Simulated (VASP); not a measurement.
A run of VASP 6.6.1 is set up as follows.

File POSCAR:

```
ZnS
1.0
    3.8110000000      0.0000000000      0.0000000000
   -1.9055000000      3.3004228138      0.0000000000
    0.0000000000      0.0000000000      6.2340000000
Zn S
2 2
Direct
    0.3333333333      0.6666666667      0.0000000000
    0.6666666667      0.3333333333      0.5000000000
    0.3333333333      0.6666666667      0.3850000000
    0.6666666667      0.3333333333      0.8850000000
```

File INCAR.step1:

```
ALGO     = Normal         # electronic algorithm
EDIFF    = 1E-4           # SCF threshold, eV
ENCUT    = 600            # plane-wave cutoff, eV
GGA      = PE             # functional
ISMEAR   = 0              # smearing method
LASPH    = T              # aspherical terms in the spheres
LCHARG   = F              # write CHGCAR
LREAL    = F              # projectors in reciprocal space
LWAVE    = T              # write WAVECAR
NELM     = 60             # most SCF steps
PREC     = Accurate       # precision mode
SIGMA    = 0.02           # smearing width, eV
```

INCAR.step2

```
ALGO     = Normal         # electronic algorithm
EDIFF    = 1E-7           # SCF threshold, eV
EDIFFG   = -0.005         # ionic threshold
ENCUT    = 600            # plane-wave cutoff, eV
IBRION   = 2              # ionic algorithm
ISIF     = 3              # what is computed and relaxed
ISMEAR   = 0              # smearing method
ISTART   = 1            
LASPH    = T              # aspherical terms in the spheres
LCHARG   = F              # write CHGCAR
LMIXTAU  = T            
LREAL    = F              # projectors in reciprocal space
LWAVE    = F              # write WAVECAR
METAGGA  = R2SCAN         # meta-GGA
NELM     = 60             # most SCF steps
NSW      = 100            # ionic steps
PREC     = Accurate       # precision mode
SIGMA    = 0.02           # smearing width, eV
```

Contents of KPOINTS:

```
k-points
0
Gamma
  9 9 4
```

Potentials or basis: VASP PAW PBE potentials, release 64 (Zn, S).

The run is started by

```sh
$ cat potpaw_PBE.64/Zn/POTCAR potpaw_PBE.64/S/POTCAR > POTCAR
$ cp INCAR.step1 INCAR
$ mpirun -np 1 vasp_std > vasp.out
$ cp INCAR.step2 INCAR
$ mpirun -np 1 vasp_std > vasp.out
```

**Question.** Estimate the band gap on the k mesh.

**Answer.** 2.79 eV.

**Question.** Estimate the relaxed volume.

**Answer.** 19.59 Å³/atom.

Final structure:
```xyz
4
Lattice="3.8067 0.0000 0.0000 -1.9034 3.2967 0.0000 0.0000 0.0000 6.2450" Properties=species:S:1:pos:R:3 pbc="T T T"
Zn    0.0000    2.1978    0.0335
Zn    1.9034    1.0989    3.1560
S     0.0000    2.1978    2.3708
S     1.9034    1.0989    5.4934
```

Caveat: the PAW data sets were made with another functional, which shifts forces and pressure a little. r2SCAN opens gaps a little over a GGA but as a rule still falls short of measured ones.
